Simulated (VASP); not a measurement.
Write the native input for VASP 6.6.1 that does the following.

- Task: single point
- Functional: PBEsol
- Potentials or basis: VASP PAW PBE potentials, release 64 (Ir)
- Cutoff: 500 eV
- k mesh: 12 × 12 × 12
- Occupations: fermi-dirac, width 0.05 eV
- Spin: no spin polarisation
- Dipole correction: no
- Further INCAR settings: ALGO = Normal; EDIFF = 1e-06; NBANDS = 10

The structure of Ir lies in POSCAR:

```
Ir
1.0
    0.0000000000      1.9350482143      1.8772880000
    1.9350482143      0.0000000000      1.8772880000
    1.9350482143      1.9350482143      0.0000000000
Ir
1
Direct
    0.0000000000      0.0000000000      0.0000000000
```

The input as run:

INCAR

```
SYSTEM = Ir
  ALGO = Normal
  EDIFF = 1E-6
  ENCUT = 500
  GGA = PS
  GGA_COMPAT = .FALSE.
  ISIF = 2
  ISMEAR = -1
  LASPH = .TRUE.
  LCHARG = .FALSE.
  LREAL = .FALSE.
  LWAVE = .FALSE.
  NBANDS = 10
  NELM = 120
  PREC = Accurate
  SIGMA = 0.05
```

KPOINTS

```
k-points
0
G
  12 12 12
  0 0 0
```

Potentials or basis: VASP PAW PBE potentials, release 64 (Ir).

The run is started by

```bash
$ cat potpaw_PBE.64/Ir/POTCAR > POTCAR
$ mpirun -np 1 vasp_std > vasp.out
```

It gave:

```json
{"Pressure": "0.5 GPa"}
```

Caveat: the PAW data sets were made with another functional, which shifts forces and pressure a little.

It took 29 s on 1 thread of Intel Xeon 8259CL (shared host), peak memory 0.14 GiB.
